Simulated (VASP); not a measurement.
# CsPbCl3 (P4/mmm) in VASP: further runs

The runs below take CsPbCl3 through single point, with PBE.

Program: VASP 6.6.1. These are calculated values, not measurements. Logs are shortened: lines on timing, memory, paths and dates and some standing lists are left out, and cuts for length are marked.

## Step 1: The cell of the first run

The structure is tetragonal, space group P4/mmm (No. 123). The conventional cell has a = 6.292 Å, b = 6.292 Å, c = 4.448 Å, α = 90.00°, β = 90.00°, γ = 90.00°. Cs (site symmetry 4/mmm) has 12 Cl at 3.85 to 4.45 Å and 2 Cs at 4.45 Å and 8 Pb at 4.97 Å within 5.1 Å. Pb (site symmetry 4/mmm) has 2 Cl at 2.22 Å within 2.9 Å. Cl (site symmetry mmm) has 2 Pb at 3.15 Å and 4 Cs at 3.85 Å and 4 Cl at 3.85 Å within 4.1 Å. Within 2.9 Å of Cl (site symmetry 4/mmm) lie 2 Pb at 2.22 Å.

## Step 2: Single point, PBE

File INCAR:

```
ALGO = Normal
EDIFF = 1E-6
ENCUT = 520
GGA = PE
ISIF = 2
ISMEAR = 0
LASPH = True
LCHARG = True
LELF = True
LREAL = False
LVHAR = True
LWAVE = False
NBANDS = 30
NELM = 60
PREC = Accurate
SIGMA = 0.05
```

File KPOINTS:

```
k-points
0
Gamma
  6 6 6
```

File POSCAR:

```
CsPbCl3
1.0
    6.2917165037      0.0000000000      0.0000000000
    0.0000000000      6.2917165037      0.0000000000
    0.0000000000      0.0000000000      4.4482435681
Cs Pb Cl
1 1 3
Direct
    0.0000000000      0.0000000000      0.0000000000
    0.5000000000      0.5000000000      0.5000000000
    0.0000000000      0.5000000000      0.5000000000
    0.5000000000      0.0000000000      0.5000000000
    0.5000000000      0.5000000000      0.0000000000
```

Potentials or basis: VASP PAW PBE potentials, release 64 (Cs_sv, Pb_d, Cl).

Run with:

```
$ cat potpaw_PBE.64/Cs_sv/POTCAR potpaw_PBE.64/Pb_d/POTCAR potpaw_PBE.64/Cl/POTCAR > POTCAR
$ mpirun -np 1 vasp_std > vasp.out
```

OUTCAR:

```text
EDIFF = 1E-6
   ENCUT = 520
   GGA = PE
   ISIF = 2
   ISMEAR = 0
   LASPH = True
   LREAL = False
   NELM = 60
   PREC = Accurate

 ion  position               nearest neighbor table
   1  0.000  0.000  0.000-
   2  0.500  0.500  0.500-   5 2.22   5 2.22   3 3.15   4 3.15   4 3.15   3 3.15
   3  0.000  0.500  0.500-   2 3.15   2 3.15
   4  0.500  0.000  0.500-   2 3.15   2 3.15
   5  0.500  0.500  0.000-   2 2.22   2 2.22

  LATTYP: Found a simple tetragonal cell.
 ALAT       =     6.2917165037
 C/A-ratio  =     0.7070000000

  Lattice vectors:

 A1 = (   6.2917165037,   0.0000000000,   0.0000000000)
 A2 = (   0.0000000000,   6.2917165037,   0.0000000000)
 A3 = (   0.0000000000,   0.0000000000,   4.4482435681)

Analysis of symmetry for initial positions (statically):
=====================================================================
 Subroutine PRICEL returns:
 Original cell was already a primitive cell.

 Routine SETGRP: Setting up the symmetry group for a
 simple tetragonal supercell.

 Subroutine GETGRP returns: Found 16 space group operations
 (whereof 16 operations were pure point group operations)
 out of a pool of 16 trial point group operations.

The static configuration has the point symmetry D_4h.

Analysis of symmetry for dynamics (positions and initial velocities):
=====================================================================
 Subroutine PRICEL returns:
 Original cell was already a primitive cell.

 Routine SETGRP: Setting up the symmetry group for a
 simple tetragonal supercell.

 Subroutine GETGRP returns: Found 16 space group operations
 (whereof 16 operations were pure point group operations)
 out of a pool of 16 trial point group operations.

The dynamic configuration has the point symmetry D_4h.

 Subroutine INISYM returns: Found 16 space group operations
 (whereof 16 operations are pure point group operations),
 and found     1 'primitive' translations

----------------------------------------------------------------------------------------

                                     Primitive cell

  volume of cell :     176.0868

  direct lattice vectors                    reciprocal lattice vectors
     6.291716504  0.000000000  0.000000000     0.158939138  0.000000000  0.000000000
[... 91 lines left out ...]
   NELM   =     60;   NELMIN=  2; NELMDL= -5     # of ELM steps
   EDIFF  = 0.1E-05   stopping-criterion for ELM
   LREAL  =      F    real-space projection
   EDIFFG = 0.1E-04   stopping-criterion for IOM
   NSW    =      0    number of steps for IOM
   IBRION =     -1    ionic relax: 0-MD 1-quasi-New 2-CG
   NFREE  =      0    steps in history (QN), initial steepest desc. (CG)
   ISIF   =      2    stress and relaxation
   ISYM   =      2    0-nonsym 1-usesym 2-fastsym
   POTIM  = 0.5000    time-step for ionic-motion
   TEBEG  =    0.0;   TEEND  =   0.0 temperature during run
   PSTRESS=    0.0 pullay stress
   NELECT =      44.0000    total number of electrons
   NUPDOWN=      -1.0000    fix difference up-down
   EMIN   =  10.00;   EMAX   =-10.00  energy-range for DOS
   EFERMI =   0.00;   METHOD = LEGACY
   ISMEAR =     0;   SIGMA  =   0.05  broadening in eV -4-tet -1-fermi 0-gaus
   EFERMI_NEDOS =   21; number of points for ismear=-14 and -15
   IALGO  =     38    algorithm
   IMIX   =      4    mixing-type and parameters
     AMIX     =   0.40;   BMIX     =  1.00
     AMIX_MAG =   1.60;   BMIX_MAG =  1.00
  volume/ion in A,a.u.               =      35.22       237.66
  Fermi-wavevector in a.u.,A,eV,Ry     =   1.031138  1.948568 14.466333  1.063245
  Thomas-Fermi vector in A             =   2.165271
   LORBIT       =      0    0 simple, 1 ext, 2 COOP (PROOUT), +10 PAW based schemes
   GGA     = PE    functional components
   LHFCALC =     F    Hartree Fock is set to
   AEXX    =    0.0000 exact exchange contribution
   IVDW    =     0    specifies the selected vdW correction
   LEPSILON=     F    determine dielectric tensor
   LRPA    =     F    only Hartree local field effects (RPA)
 non-spin polarized calculation
 Gauss-broadening in eV      SIGMA  =   0.05
  energy-cutoff  :      520.00
  volume of cell :      176.09
 maximum number of plane-waves:      4784
 NGX is ok and might be reduce to    48

 number of electron      43.9999981 magnetization

 Free energy of the ion-electron system (eV)
  ---------------------------------------------------
  ext. energy  EPLUGINS =         0.00000000
  ---------------------------------------------------
  free energy    TOTEN  =       -13.74665525 eV

  energy without entropy =      -13.74466747  energy(sigma->0) =      -13.74566136

 E-fermi :   3.1846     XC(G=0):  -7.7930

 val. band max:        3.1810537417   @ k =   0.0000   0.0000   0.5000
 cond. band min:       3.2994058096   @ k =   0.5000   0.5000   0.3333
 fundamental gap:      0.1183520679
 Fermi energy:         3.1846407548

 k-point     1 :       0.0000    0.0000    0.0000
  band No.  band energies     occupation
      1     -19.6172      2.00000
      2     -17.5426      2.00000
      3     -15.0554      2.00000
      4     -15.0554      2.00000
      5     -14.9588      2.00000
      6     -14.9358      2.00000
[... 781 lines left out ...]
     29       7.6639      0.00000
     30       7.8149      0.00000

 [... further k-points ...]

------------------------ aborting loop because EDIFF is reached ----------------------------------------

  FORCE on cell =-STRESS in cart. coord.  units (eV):
  Direction    XX          YY          ZZ          XY          YZ          ZX
  --------------------------------------------------------------------------------------
  -------------------------------------------------------------------------------------
  Total       -2.4553743     -2.4553743     34.6689473      0.0000000      0.0000000      0.0000000
  in kB      -22.3409394    -22.3409394    315.4455362      0.0000000      0.0000000      0.0000000
  external PRESSURE =      90.2545525 kB  Pullay stress =       0.0000000 kB

 VOLUME and BASIS-vectors are now :
 -----------------------------------------------------------------------------
  energy-cutoff  :      520.00
  volume of cell :      176.09
      direct lattice vectors                 reciprocal lattice vectors
     6.291716504  0.000000000  0.000000000     0.158939138  0.000000000  0.000000000
     0.000000000  6.291716504  0.000000000     0.000000000  0.158939138  0.000000000
     0.000000000  0.000000000  4.448243568     0.000000000  0.000000000  0.224807834

 POSITION                                       TOTAL-FORCE (eV/Angst)
 -----------------------------------------------------------------------------------
      0.00000      0.00000      0.00000         0.000000      0.000000      0.000000
      3.14586      3.14586      2.22412         0.000000      0.000000      0.000000
      0.00000      3.14586      2.22412         0.000000      0.000000      0.000000
      3.14586      0.00000      2.22412         0.000000      0.000000      0.000000
      3.14586      3.14586      0.00000         0.000000      0.000000      0.000000
 -----------------------------------------------------------------------------------
    total drift:                                0.000000     -0.000000     -0.000000

  FREE ENERGIE OF THE ION-ELECTRON SYSTEM (eV)
  ---------------------------------------------------
  free  energy   TOTEN  =       -13.7466552519 eV

  energy  without entropy=      -13.7446674676  energy(sigma->0) =      -13.74566136
```

It took 77 s on 1 thread of Intel Xeon 6975P-C (Granite Rapids), shared host; peak memory 0.39 GiB.

Results:

| Quantity | Value |
| --- | --- |
| Free energy | -13.7467 eV |
| Pressure | 9.0 GPa |
| Band gap on the k mesh | zero (bands 22 and 23 overlap by 0.33 eV) |

Stress tensor (GPa, compression positive):
```
-2.23  0.00  0.00
 0.00 -2.23  0.00
 0.00  0.00 31.54
```

Levels at points of the mesh, in eV from the Fermi level:
```csv
k point,band 18,band 19,band 20,band 21,band 22,band 23,band 24,band 25,band 26,band 27
"(0.00, 0.00, 0.00)",-4.11,-3.64,-3.64,-3.41,-3.38,1.76,2.70,2.99,3.48,3.56
"(0.50, 0.00, 0.00)",-3.95,-3.73,-3.44,-3.42,-3.41,1.65,2.68,3.05,3.61,3.98
"(0.50, 0.50, 0.00)",-3.85,-3.61,-3.46,-3.46,-3.06,1.48,1.48,3.13,3.85,4.31
"(0.00, 0.00, 0.50)",-4.07,-3.92,-3.78,-3.78,0.00,1.78,1.78,3.76,4.15,4.38
"(0.50, 0.00, 0.50)",-3.85,-3.83,-3.77,-3.72,-0.08,0.35,1.60,3.52,3.61,4.21
"(0.50, 0.50, 0.50)",-3.79,-3.60,-3.60,-3.51,-0.33,-0.33,0.72,2.64,3.43,3.56
```

Caveat: the cell stands under pressure; spin-orbit coupling is left out, which moves the levels of the heavy elements.

## Step 3: Single point, PBE

This run uses another cell than the first one, of the same volume but with other edges.

File INCAR:

```
SYSTEM = CsPbCl3
ALGO     = Normal         ! electronic algorithm
EDIFF    = 1E-6           ! SCF threshold, eV
ENCUT    = 520            ! plane-wave cutoff, eV
GGA      = PE             ! functional
ISIF     = 2              ! what is computed and relaxed
ISMEAR   = 0              ! smearing method
LASPH    = .TRUE.         ! aspherical terms in the spheres
LCHARG   = .TRUE.         ! write CHGCAR
LELF     = .TRUE.         ! ELF
LREAL    = .FALSE.        ! projectors in reciprocal space
LVHAR    = .TRUE.       
LWAVE    = .FALSE.        ! write WAVECAR
NBANDS   = 30             ! bands
NELM     = 100            ! most SCF steps
PREC     = Accurate       ! precision mode
SIGMA    = 0.05           ! smearing width, eV
```

File KPOINTS:

```
k-points
0
G
  6 6 6
  0 0 0
```

POSCAR, as its differences from that of step 2:

```diff
@@ -2,5 +2,5 @@
 1.0
-    6.2917165037      0.0000000000      0.0000000000
-    0.0000000000      6.2917165037      0.0000000000
-    0.0000000000      0.0000000000      4.4482435681
+    4.9937386983      0.0000000000      0.0000000000
+    0.0000000000      4.9937386983      0.0000000000
+    0.0000000000      0.0000000000      7.0611465194
 Cs Pb Cl
```

Potentials or basis: VASP PAW PBE potentials, release 64 (Cs_sv, Pb_d, Cl).

Run with:

```
$ cat potpaw_PBE.64/Cs_sv/POTCAR potpaw_PBE.64/Pb_d/POTCAR potpaw_PBE.64/Cl/POTCAR > POTCAR
$ mpirun -np 1 vasp_std > vasp.out
```

It took 80 s on 1 thread of Intel Xeon 6975P-C (Granite Rapids), shared host; peak memory 0.39 GiB.

It converged, with:

| Item | Value |
| --- | --- |
| Free energy | -15.5162 eV |
| Pressure | 7.8 GPa |
| Band gap on the k mesh | zero (bands 22 and 23 overlap by 0.07 eV) |

Stress tensor (GPa, compression positive):
```
12.76  0.00  0.00
 0.00 12.76  0.00
 0.00  0.00 -2.09
```

Levels at points of the mesh, in eV from the Fermi level:
```csv
k point,band 19,band 20,band 21,band 22,band 23,band 24,band 25,band 26
"(0.00, 0.00, 0.00)",-3.99,-3.47,-3.28,-3.28,2.06,2.71,2.86,3.70
"(0.50, 0.00, 0.00)",-3.76,-3.58,-3.56,-1.55,1.71,2.95,3.65,4.52
"(0.50, 0.50, 0.00)",-3.30,-3.30,-3.26,0.06,0.80,2.05,2.05,4.05
"(0.00, 0.00, 0.50)",-4.00,-3.39,-3.29,-3.29,1.66,3.11,3.42,3.93
"(0.50, 0.00, 0.50)",-3.62,-3.59,-3.59,-1.40,0.77,2.88,3.89,4.06
"(0.50, 0.50, 0.50)",-3.26,-3.24,-3.24,-0.27,0.22,1.79,1.79,3.53
```

Caveat: the cell stands under pressure; spin-orbit coupling is left out, which moves the levels of the heavy elements.

## Step 4: Single point, PBE

This run uses another cell than the first one, of the same volume but with other edges.

File INCAR:

```
SYSTEM = CsPbCl3
PREC = Accurate
ENCUT = 520
EDIFF = 1E-6
ISMEAR = 0
SIGMA = 0.05
LREAL = .False.
LASPH = .True.
NELM = 60
ALGO = Normal
ISIF = 2
LWAVE = .False.
LCHARG = .False.
GGA = PE
NBANDS = 30
```

File KPOINTS:

```
Automatic mesh
0
Gamma
  6 6 6
  0 0 0
```

POSCAR, as its differences from that of step 3:

```diff
@@ -2,5 +2,5 @@
 1.0
-    4.9937386983      0.0000000000      0.0000000000
-    0.0000000000      4.9937386983      0.0000000000
-    0.0000000000      0.0000000000      7.0611465194
+    5.9170146110      0.0000000000      0.0000000000
+    0.0000000000      5.9170146110      0.0000000000
+    0.0000000000      0.0000000000      5.0294624194
 Cs Pb Cl
```

Run with:

```
$ cat potpaw_PBE.64/Cs_sv/POTCAR potpaw_PBE.64/Pb_d/POTCAR potpaw_PBE.64/Cl/POTCAR > POTCAR
$ mpirun -np 1 vasp_std > vasp.out
```

It took 68 s on 1 thread of Intel Xeon 6975P-C (Granite Rapids), shared host; peak memory 0.42 GiB.

It converged, with:

- Free energy: -16.8465 eV
- Pressure: 3.5 GPa
- Band gap on the k mesh: 1.09 eV

Stress tensor (GPa, compression positive):
```
-0.60  0.00  0.00
 0.00 -0.60  0.00
 0.00  0.00 11.57
```

Levels at points of the mesh, in eV from the valence-band top:
| k point | band 20 | band 21 | band 22 | band 23 | band 24 | band 25 |
| --- | --- | --- | --- | --- | --- | --- |
| (0.00, 0.00, 0.00) | -2.92 | -2.88 | -2.87 | 2.83 | 3.65 | 4.06 |
| (0.50, 0.00, 0.00) | -2.95 | -2.95 | -2.42 | 2.46 | 3.99 | 4.35 |
| (0.50, 0.50, 0.00) | -3.02 | -2.74 | -1.83 | 2.13 | 2.13 | 4.75 |
| (0.00, 0.00, 0.50) | -3.05 | -3.05 | -1.06 | 3.37 | 3.92 | 3.92 |
| (0.50, 0.00, 0.50) | -3.10 | -2.72 | -0.52 | 1.50 | 3.01 | 3.60 |
| (0.50, 0.50, 0.50) | -2.67 | -2.67 | 0.00 | 1.09 | 1.09 | 2.48 |

Caveat: the cell stands under pressure; spin-orbit coupling is left out, which moves the levels of the heavy elements. A k mesh can miss the band edges.

## Step 5: Single point, PBE

This run uses another cell than the first one, of the same volume but with other edges.

File INCAR:

```
SYSTEM = CsPbCl3
PREC = Accurate
ENCUT = 520
EDIFF = 1E-7
ISMEAR = 0
SIGMA = 0.05
LREAL = .FALSE.
LASPH = .TRUE.
NELM = 100
ALGO = Normal
ISIF = 2
LWAVE = .FALSE.
LCHARG = .TRUE.
GGA = PE
LELF = .TRUE.
LVHAR = .TRUE.
NBANDS = 30
```

File KPOINTS:

```
regular mesh
0
G
  6 6 6
  0 0 0
```

POSCAR, as its differences from that of step 4:

```diff
@@ -2,5 +2,5 @@
 1.0
-    5.9170146110      0.0000000000      0.0000000000
-    0.0000000000      5.9170146110      0.0000000000
-    0.0000000000      0.0000000000      5.0294624194
+    5.2745069419      0.0000000000      0.0000000000
+    0.0000000000      5.2745069419      0.0000000000
+    0.0000000000      0.0000000000      6.3294083303
 Cs Pb Cl
```

Run with:

```
$ cat potpaw_PBE.64/Cs_sv/POTCAR potpaw_PBE.64/Pb_d/POTCAR potpaw_PBE.64/Cl/POTCAR > POTCAR
$ mpirun -np 1 vasp_std > vasp.out
```

Run time: 76 s. Hardware: 1 thread of Intel Xeon 6975P-C (Granite Rapids), shared host; peak memory 0.38 GiB.

It converged, with:

| Item | Value |
| --- | --- |
| Free energy | -16.9158 eV |
| Pressure | 3.6 GPa |
| Band gap on the k mesh | 0.80 eV |

Stress tensor (GPa, compression positive):
```
 6.35  0.00  0.00
 0.00  6.35  0.00
 0.00  0.00 -1.94
```

Levels at points of the mesh, in eV from the valence-band top:
```csv
k point,band 20,band 21,band 22,band 23,band 24,band 25
"(0.00, 0.00, 0.00)",-2.93,-2.79,-2.79,2.86,3.64,4.12
"(0.50, 0.00, 0.00)",-3.05,-2.96,-1.57,3.05,3.35,4.35
"(0.50, 0.50, 0.00)",-2.89,-2.60,-0.33,2.33,2.33,2.71
"(0.00, 0.00, 0.50)",-2.83,-2.83,-2.63,2.31,4.04,4.15
"(0.50, 0.00, 0.50)",-3.01,-2.77,-1.23,1.60,2.83,4.77
"(0.50, 0.50, 0.50)",-2.66,-2.59,0.00,0.80,2.00,2.00
```

Caveat: the cell stands under pressure; spin-orbit coupling is left out, which moves the levels of the heavy elements. A k mesh can miss the band edges.

## Step 6: Overview

| cell | gap on the mesh (eV) | pressure (GPa) |
| --- | --- | --- |
| a = 6.292, b = 6.292, c = 4.448 Å, 5 atoms | none | 9.0 |
| a = 4.994, b = 4.994, c = 7.061 Å, 5 atoms | none | 7.8 |
| a = 5.917, b = 5.917, c = 5.029 Å, 5 atoms | 1.09 | 3.5 |
| a = 5.275, b = 5.275, c = 6.329 Å, 5 atoms | 0.80 | 3.6 |

Alike in all rows: task single point; level PBE; potentials or basis VASP PAW PBE potentials, release 64 (Cs_sv, Pb_d, Cl); no spin polarisation; k mesh 6 × 6 × 6; cutoff (eV) 520; smearing gaussian 0.05 eV.

Caveats: the cell stands under pressure; spin-orbit coupling is left out, which moves the levels of the heavy elements.

Total energies depend on the potentials used, so only differences within one code and one set of settings carry meaning.
